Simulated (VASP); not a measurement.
# MgO (P6_3mc) in VASP: further runs

MgO is run at these levels: r2SCAN; tasks: single point.

Program: VASP 6.6.1. These are calculated values, not measurements. Logs are shortened: lines on timing, memory, paths and dates and some standing lists are left out, and cuts for length are marked.

**1. The cell of the first run**

The structure is hexagonal, space group P6_3mc (No. 186). Conventional cell: a = 3.240 Å, b = 3.240 Å, c = 4.881 Å, α = 90.00°, β = 90.00°, γ = 120.00°. Within 2.6 Å of Mg (site symmetry 3m) lie 4 O at 1.93 to 1.95 Å. O (site symmetry 3m) has 4 Mg at 1.93 to 1.95 Å within 2.6 Å.

**2. Single point, r2SCAN**

Contents of POSCAR:

```
MgO
1.0
    3.2402621860      0.0000000000      0.0000000000
   -1.6201310881      2.8061493644      0.0000000000
    0.0000000000      0.0000000000      4.8811616653
Mg O
2 2
Direct
    0.3333333333      0.6666666667      0.0021597400
    0.6666666667      0.3333333333      0.5021597400
    0.3333333333      0.6666666667      0.4024402600
    0.6666666667      0.3333333333      0.9024402600
```

Contents of INCAR.step1:

```
PREC = Accurate
ENCUT = 520
ISMEAR = 0
SIGMA = 0.01
LREAL = F
LASPH = T
NELM = 60
NBANDS = 16
GGA = PE
ALGO = Normal
EDIFF = 1E-4
LWAVE = T
LCHARG = F
```

Contents of INCAR.step2:

```
PREC = Accurate
ENCUT = 520
EDIFF = 1E-6
ISMEAR = 0
SIGMA = 0.01
LREAL = F
LASPH = T
NELM = 60
ALGO = Normal
ISIF = 2
LWAVE = F
LCHARG = F
METAGGA = R2SCAN
LMIXTAU = T
NBANDS = 16
ISTART = 1
```

Contents of KPOINTS:

```
regular mesh
0
Gamma
  6 6 4
```

Potentials or basis: VASP PAW PBE potentials, release 64 (Mg, O).

Command:

```console
> cat potpaw_PBE.64/Mg/POTCAR potpaw_PBE.64/O/POTCAR > POTCAR
> cp INCAR.step1 INCAR
> mpirun -np 1 vasp_std > vasp.out
> cp INCAR.step2 INCAR
> mpirun -np 1 vasp_std > vasp.out
```

OUTCAR:

```text
PREC = Accurate
   ENCUT = 520
   EDIFF = 1E-6
   ISMEAR = 0
   LREAL = F
   LASPH = T
   NELM = 60
   ISIF = 2
   METAGGA = R2SCAN
   ISTART = 1

 ion  position               nearest neighbor table
   1  0.333  0.667  0.002-   4 1.93   4 1.93   4 1.93   3 1.95   2 3.08   2 3.08   2 3.08   2 3.08
                             2 3.08   2 3.08
   2  0.667  0.333  0.502-   3 1.93   3 1.93   3 1.93   4 1.95   1 3.08   1 3.08   1 3.08   1 3.08
                             1 3.08   1 3.08
   3  0.333  0.667  0.402-   2 1.93   2 1.93   2 1.93   1 1.95
   4  0.667  0.333  0.902-   1 1.93   1 1.93   1 1.93   2 1.95

  LATTYP: Found a hexagonal cell.
 ALAT       =     3.2402621860
 C/A-ratio  =     1.5064094771

  Lattice vectors:

 A1 = (   3.2402621860,   0.0000000000,   0.0000000000)
 A2 = (  -1.6201310881,   2.8061493644,   0.0000000000)
 A3 = (   0.0000000000,   0.0000000000,   4.8811616653)

Analysis of symmetry for initial positions (statically):
=====================================================================
 Subroutine PRICEL returns:
 Original cell was already a primitive cell.

 Routine SETGRP: Setting up the symmetry group for a
 hexagonal supercell.

 Subroutine GETGRP returns: Found 12 space group operations
 (whereof  6 operations were pure point group operations)
 out of a pool of 24 trial point group operations.

The static configuration has the point symmetry C_3v.
 The point group associated with its full space group is C_6v.

Analysis of symmetry for dynamics (positions and initial velocities):
=====================================================================
 Subroutine PRICEL returns:
 Original cell was already a primitive cell.

 Routine SETGRP: Setting up the symmetry group for a
 hexagonal supercell.

 Subroutine GETGRP returns: Found 12 space group operations
 (whereof  6 operations were pure point group operations)
 out of a pool of 24 trial point group operations.

The dynamic configuration has the point symmetry C_3v.
 The point group associated with its full space group is C_6v.

 Subroutine INISYM returns: Found 12 space group operations
 (whereof  6 operations are pure point group operations),
 and found     1 'primitive' translations

----------------------------------------------------------------------------------------

                                     Primitive cell

  volume of cell :      44.3827

  direct lattice vectors                    reciprocal lattice vectors
     3.240262186  0.000000000  0.000000000     0.308617002  0.178180109  0.000000000
    -1.620131088  2.806149364  0.000000000     0.000000000  0.356360218  0.000000000
     0.000000000  0.000000000  4.881161665     0.000000000  0.000000000  0.204869264

  length of vectors
     3.240262186  3.240262180  4.881161665     0.356360218  0.356360218  0.204869264

  position of ions in fractional coordinates (direct lattice)
     0.333333333  0.666666667  0.002159740
     0.666666667  0.333333333  0.502159740
     0.333333333  0.666666667  0.402440260
     0.666666667  0.333333333  0.902440260

  ion indices of the primitive-cell ions
   primitive index   ion index
                 1           1
                 2           2
                 3           3
                 4           4

----------------------------------------------------------------------------------------

 KPOINTS: regular mesh

Automatic generation of k-mesh.
 Grid dimensions read from file:
 generate k-points for:    6    6    4

 Generating k-lattice:

  Cartesian coordinates                     Fractional coordinates (reciprocal lattice)
     0.051436167  0.029696685  0.000000000     0.166666667  0.000000000  0.000000000
     0.000000000  0.059393370  0.000000000     0.000000000  0.166666667  0.000000000
     0.000000000  0.000000000  0.051217316     0.000000000  0.000000000  0.250000000

  Length of vectors
     0.059393370  0.059393370  0.051217316

  Shift w.r.t. Gamma in fractional coordinates (k-lattice)
     0.000000000  0.000000000  0.000000000

 Subroutine IBZKPT returns following result:
 ===========================================

 Found     21 irreducible k-points:

 Following reciprocal coordinates:
            Coordinates               Weight
  0.000000  0.000000  0.000000      1.000000
  0.166667  0.000000  0.000000      6.000000
  0.333333  0.000000  0.000000      6.000000
  0.500000  0.000000  0.000000      3.000000
  0.166667  0.166667  0.000000      6.000000
  0.333333  0.166667  0.000000     12.000000
[... 13 lines left out ...]
  0.333333  0.166667  0.500000     12.000000
  0.333333  0.333333  0.500000      2.000000
   k-points           NKPTS =     21   k-points in BZ     NKDIM =     21   number of bands    NBANDS=     16
   number of dos      NEDOS =    301   number of ions     NIONS =      4
   total plane-waves  NPLWV =  20736
   dimension x,y,z NGX =    24 NGY =   24 NGZ =   36
   dimension x,y,z NGXF=    48 NGYF=   48 NGZF=   72
[... 38 lines left out ...]
   METAGGA = R2SCAN    functional components
   LHFCALC =     F    Hartree Fock is set to
   AEXX    =    0.0000 exact exchange contribution
   IVDW    =     0    specifies the selected vdW correction
   LEPSILON=     F    determine dielectric tensor
   LRPA    =     F    only Hartree local field effects (RPA)
 non-spin polarized calculation
 Gauss-broadening in eV      SIGMA  =   0.01
  energy-cutoff  :      520.00
  volume of cell :       44.38
 maximum number of plane-waves:      1212
   NGX = 13   NGY = 13   NGZ = 19

 number of electron      16.0000008 magnetization

 Free energy of the ion-electron system (eV)
  ---------------------------------------------------
  ext. energy  EPLUGINS =         0.00000000
  ---------------------------------------------------
  free energy    TOTEN  =       -31.79585112 eV

  energy without entropy =      -31.79585112  energy(sigma->0) =      -31.79585112

 E-fermi :   1.1751     XC(G=0): -10.4883

 val. band max:        1.0817822279   @ k =   0.0000   0.0000   0.0000
 cond. band min:       5.5759702257   @ k =   0.0000   0.0000   0.0000
 fundamental gap:      4.4941879979
 Fermi energy:         1.1751271649

 k-point     1 :       0.0000    0.0000    0.0000
  band No.  band energies     occupation
      1     -16.3446      2.00000
      2     -15.4522      2.00000
      3      -2.3986      2.00000
      4       0.2377      2.00000
      5       0.2377      2.00000
      6       0.5894      2.00000
[... 8 lines left out ...]
     15      19.3163      0.00000
     16      19.3163      0.00000

 k-point     2 :       0.1667    0.0000    0.0000
  band No.  band energies     occupation
      1     -16.1983      2.00000
      2     -15.4067      2.00000
      3      -2.1225      2.00000
      4      -0.4455      2.00000
      5      -0.0519      2.00000
      6       0.0647      2.00000
[... 8 lines left out ...]
     15      18.4059      0.00000
     16      18.4748      0.00000

 k-point     3 :       0.3333    0.0000    0.0000
  band No.  band energies     occupation
      1     -15.8614      2.00000
      2     -15.3451      2.00000
      3      -1.6980      2.00000
      4      -1.3919      2.00000
      5      -0.8510      2.00000
      6      -0.2031      2.00000
[... 8 lines left out ...]
     15      17.4014      0.00000
     16      18.4280      0.00000

 k-point     4 :       0.5000    0.0000    0.0000
  band No.  band energies     occupation
      1     -15.6368      2.00000
      2     -15.3623      2.00000
      3      -2.1984      2.00000
      4      -1.2250      2.00000
      5      -0.7920      2.00000
      6      -0.3187      2.00000
[... 8 lines left out ...]
     15      17.1930      0.00000
     16      18.8782      0.00000
[... 267 lines left out ...]
 k-point    19 :       0.1667    0.1667    0.5000
  band No.  band energies     occupation
      1     -15.6553      2.00000
      2     -15.6553      2.00000
      3      -1.6599      2.00000
      4      -1.6599      2.00000
      5      -0.0752      2.00000
      6      -0.0752      2.00000
[... 8 lines left out ...]
     15      17.8857      0.00000
     16      17.8857      0.00000

 k-point    20 :       0.3333    0.1667    0.5000
  band No.  band energies     occupation
      1     -15.4915      2.00000
      2     -15.4915      2.00000
      3      -1.9969      2.00000
      4      -1.9969      2.00000
      5      -0.4923      2.00000
      6      -0.4923      2.00000
[... 8 lines left out ...]
     15      18.0869      0.00000
     16      18.0869      0.00000

 k-point    21 :       0.3333    0.3333    0.5000
  band No.  band energies     occupation
      1     -15.4371      2.00000
      2     -15.4371      2.00000
      3      -1.6865      2.00000
      4      -1.6865      2.00000
      5      -1.1870      2.00000
      6      -1.1870      2.00000
[... 8 lines left out ...]
     15      18.4556      0.00000
     16      18.4556      0.00000

------------------------ aborting loop because EDIFF is reached ----------------------------------------

  FORCE on cell =-STRESS in cart. coord.  units (eV):
  Direction    XX          YY          ZZ          XY          YZ          ZX
  --------------------------------------------------------------------------------------
  -------------------------------------------------------------------------------------
  Total        2.2410294      2.2410294      1.9558034      0.0000000      0.0000000      0.0000000
  in kB       80.8991578     80.8991576     70.6027569      0.0000001      0.0000000      0.0000000
  external PRESSURE =      77.4670241 kB  Pullay stress =       0.0000000 kB

 VOLUME and BASIS-vectors are now :
 -----------------------------------------------------------------------------
  energy-cutoff  :      520.00
  volume of cell :       44.38
      direct lattice vectors                 reciprocal lattice vectors
     3.240262186  0.000000000  0.000000000     0.308617002  0.178180109  0.000000000
    -1.620131088  2.806149364  0.000000000     0.000000000  0.356360218  0.000000000
     0.000000000  0.000000000  4.881161665     0.000000000  0.000000000  0.204869264

 POSITION                                       TOTAL-FORCE (eV/Angst)
 -----------------------------------------------------------------------------------
      0.00000      1.87077      0.01054        -0.000000     -0.000000     -0.035128
      1.62013      0.93538      2.45112         0.000000      0.000000     -0.035128
      0.00000      1.87077      1.96438        -0.000000      0.000000      0.035128
      1.62013      0.93538      4.40496        -0.000000      0.000000      0.035128
 -----------------------------------------------------------------------------------
    total drift:                                0.000000      0.000001      0.021544

  FREE ENERGIE OF THE ION-ELECTRON SYSTEM (eV)
  ---------------------------------------------------
  free  energy   TOTEN  =       -31.7958511170 eV

  energy  without entropy=      -31.7958511170  energy(sigma->0) =      -31.79585112
```

Wall time 19 s (1 thread of Intel Xeon 6975P-C (Granite Rapids), shared host); peak memory 0.16 GiB.

Results:

| Quantity | Value |
| --- | --- |
| Free energy | -31.7959 eV |
| Pressure | 7.7 GPa |
| Largest force | 0.035 eV/Å |
| Band gap on the k mesh | 4.49 eV, direct |

Forces on the atoms (eV/Å):
```
Mg   0.000  0.000 -0.035
Mg   0.000  0.000 -0.035
O    0.000  0.000  0.035
O    0.000  0.000  0.035
```

Levels at points of the mesh, in eV from the valence-band top:
| k point | band 6 | band 7 | band 8 | band 9 | band 10 | band 11 |
| --- | --- | --- | --- | --- | --- | --- |
| (0.00, 0.00, 0.00) | -0.49 | -0.49 | 0.00 | 4.49 | 9.87 | 11.73 |
| (0.50, 0.00, 0.00) | -1.40 | -0.88 | -0.55 | 8.76 | 9.13 | 10.54 |
| (0.00, 0.00, 0.50) | -0.67 | -0.67 | -0.67 | 7.09 | 7.09 | 14.78 |
| (0.50, 0.00, 0.50) | -1.00 | -0.77 | -0.77 | 8.37 | 8.37 | 12.27 |

Caveat: the PAW data sets were made with another functional, which shifts forces and pressure a little.

**3. Single point, r2SCAN**

This run uses another cell than the first one, of 11.33 Å³/atom, 1.021 times its volume.

Contents of POSCAR:

```
MgO
1.0
    3.2630816856      0.0000000000      0.0000000000
   -1.6315408379      2.8259116308      0.0000000000
    0.0000000000      0.0000000000      4.9155371758
Mg O
2 2
Direct
    0.3333333333      0.6666666667      0.0021597400
    0.6666666667      0.3333333333      0.5021597400
    0.3333333333      0.6666666667      0.4024402600
    0.6666666667      0.3333333333      0.9024402600
```

Contents of INCAR.step1:

```
SYSTEM = MgO
ALGO     = Normal         ! electronic algorithm
EDIFF    = 1E-4           ! SCF threshold, eV
ENCUT    = 520            ! plane-wave cutoff, eV
GGA      = PE             ! functional
ISMEAR   = 0              ! smearing method
LASPH    = .TRUE.         ! aspherical terms in the spheres
LCHARG   = .FALSE.        ! write CHGCAR
LREAL    = .FALSE.        ! projectors in reciprocal space
LWAVE    = .TRUE.         ! write WAVECAR
NBANDS   = 16             ! bands
NELM     = 100            ! most SCF steps
PREC     = Accurate       ! precision mode
SIGMA    = 0.01           ! smearing width, eV
```

Contents of INCAR.step2:

```
SYSTEM = MgO
ALGO     = Normal         ! electronic algorithm
EDIFF    = 1E-6           ! SCF threshold, eV
ENCUT    = 520            ! plane-wave cutoff, eV
ISIF     = 2              ! what is computed and relaxed
ISMEAR   = 0              ! smearing method
ISTART   = 1            
LASPH    = .TRUE.         ! aspherical terms in the spheres
LCHARG   = .FALSE.        ! write CHGCAR
LMIXTAU  = .TRUE.       
LREAL    = .FALSE.        ! projectors in reciprocal space
LWAVE    = .FALSE.        ! write WAVECAR
METAGGA  = R2SCAN         ! meta-GGA
NBANDS   = 16             ! bands
NELM     = 100            ! most SCF steps
PREC     = Accurate       ! precision mode
SIGMA    = 0.01           ! smearing width, eV
```

Contents of KPOINTS:

```
k-points
0
G
  6 6 4
  0 0 0
```

Potentials or basis: VASP PAW PBE potentials, release 64 (Mg, O).

Command:

```console
> cat potpaw_PBE.64/Mg/POTCAR potpaw_PBE.64/O/POTCAR > POTCAR
> cp INCAR.step1 INCAR
> mpirun -np 1 vasp_std > vasp.out
> cp INCAR.step2 INCAR
> mpirun -np 1 vasp_std > vasp.out
```

Run time: 21 s. Hardware: 1 thread of Intel Xeon 6975P-C (Granite Rapids), shared host; peak memory 0.16 GiB.

It converged, with:

```yaml
Free_energy: -31.8327 eV
Pressure: 4.5 GPa
Largest_force: 0.015 eV/Å
Band_gap_on_the_k_mesh: 4.37 eV, direct
```

Forces on the atoms (eV/Å):
```
Mg   0.000  0.000 -0.015
Mg   0.000  0.000 -0.015
O    0.000  0.000  0.015
O    0.000  0.000  0.015
```

Stress tensor (GPa, compression positive):
```
4.65 0.00 0.00
0.00 4.65 0.00
0.00 0.00 4.17
```

Levels at points of the mesh, in eV from the valence-band top:
```csv
k point,band 5,band 6,band 7,band 8,band 9,band 10,band 11,band 12
"(0.00, 0.00, 0.00)",-0.83,-0.48,-0.48,0.00,4.37,9.70,11.55,15.34
"(0.50, 0.00, 0.00)",-1.84,-1.38,-0.86,-0.54,8.66,9.04,10.37,12.02
"(0.00, 0.00, 0.50)",-0.66,-0.66,-0.66,-0.66,6.95,6.95,14.59,14.59
"(0.50, 0.00, 0.50)",-0.99,-0.99,-0.76,-0.76,8.27,8.27,12.09,12.09
```

Caveat: the PAW data sets were made with another functional, which shifts forces and pressure a little. r2SCAN opens gaps a little over a GGA but as a rule still falls short of measured ones.

**4. Single point, r2SCAN**

This run uses another cell than the first one, of 11.57 Å³/atom, 1.043 times its volume.

Contents of POSCAR:

```
MgO
1.0
    3.2855864084      0.0000000000      0.0000000000
   -1.6427931992      2.8454012924      0.0000000000
    0.0000000000      0.0000000000      4.9494385035
Mg O
2 2
Direct
    0.3333333333      0.6666666667      0.0021597400
    0.6666666667      0.3333333333      0.5021597400
    0.3333333333      0.6666666667      0.4024402600
    0.6666666667      0.3333333333      0.9024402600
```

Contents of INCAR.step1:

```
SYSTEM = MgO
  PREC = Accurate
  ENCUT = 520
  ISMEAR = 0
  SIGMA = 0.01
  LREAL = .FALSE.
  LASPH = .TRUE.
  NELM = 100
  NBANDS = 16
  GGA = PE
  ALGO = Normal
  EDIFF = 1E-4
  LWAVE = .TRUE.
  LCHARG = .FALSE.
```

Contents of INCAR.step2:

```
SYSTEM = MgO
  PREC = Accurate
  ENCUT = 520
  EDIFF = 1E-6
  ISMEAR = 0
  SIGMA = 0.01
  LREAL = .FALSE.
  LASPH = .TRUE.
  NELM = 100
  ALGO = Normal
  ISIF = 2
  LWAVE = .FALSE.
  LCHARG = .FALSE.
  METAGGA = R2SCAN
  LMIXTAU = .TRUE.
  NBANDS = 16
  ISTART = 1
```

Contents of KPOINTS:

```
Automatic mesh
0
G
  6 6 4
  0 0 0
```

Command:

```console
> cat potpaw_PBE.64/Mg/POTCAR potpaw_PBE.64/O/POTCAR > POTCAR
> cp INCAR.step1 INCAR
> mpirun -np 1 vasp_std > vasp.out
> cp INCAR.step2 INCAR
> mpirun -np 1 vasp_std > vasp.out
```

It took 21 s on 1 thread of Intel Xeon 6975P-C (Granite Rapids), shared host; peak memory 0.16 GiB.

Results (log left out):

```
Free energy            : -31.8512 eV
Pressure               : 1.5 GPa
Largest force          : 0.008 eV/Å
Band gap on the k mesh : 4.25 eV, direct
```

Forces in eV/Å, atoms in the order of the input:
```
Mg   0.000  0.000  0.008
Mg   0.000  0.000  0.008
O    0.000  0.000 -0.008
O    0.000  0.000 -0.008
```

Levels at points of the mesh, in eV from the valence-band top:
```csv
k point,band 4,band 5,band 6,band 7,band 8,band 9,band 10,band 11,band 12,band 13
"(0.00, 0.00, 0.00)",-0.82,-0.82,-0.47,-0.47,0.00,4.25,9.54,11.37,15.18,15.18
"(0.50, 0.00, 0.00)",-2.23,-1.80,-1.36,-0.84,-0.54,8.57,8.94,10.21,11.87,14.02
"(0.00, 0.00, 0.50)",-2.03,-0.65,-0.65,-0.65,-0.65,6.81,6.81,14.40,14.40,15.69
"(0.50, 0.00, 0.50)",-3.20,-0.97,-0.97,-0.74,-0.74,8.18,8.18,11.92,11.92,14.90
```

Caveat: the PAW data sets were made with another functional, which shifts forces and pressure a little. r2SCAN opens gaps a little over a GGA but as a rule still falls short of measured ones.

**5. Overview**

| cell | gap on the mesh (eV) | pressure (GPa) | largest force (eV/Å) |
| --- | --- | --- | --- |
| a = 3.240, b = 3.240, c = 4.881 Å, angles 90.0, 90.0, 120.0°, 4 atoms | 4.49 | 7.7 | 0.04 |
| a = 3.263, b = 3.263, c = 4.916 Å, angles 90.0, 90.0, 120.0°, 4 atoms | 4.37 | 4.5 | 0.02 |
| a = 3.286, b = 3.286, c = 4.949 Å, angles 90.0, 90.0, 120.0°, 4 atoms | 4.25 | 1.5 | 0.01 |

Alike in all rows: task single point; level r2SCAN; potentials or basis VASP PAW PBE potentials, release 64 (Mg, O); no spin polarisation; k mesh 6 × 6 × 4; cutoff (eV) 520; smearing gaussian 0.01 eV.

Caveats: the PAW data sets were made with another functional, which shifts forces and pressure a little.

Absolute energies hang on the potentials; compare differences alone.
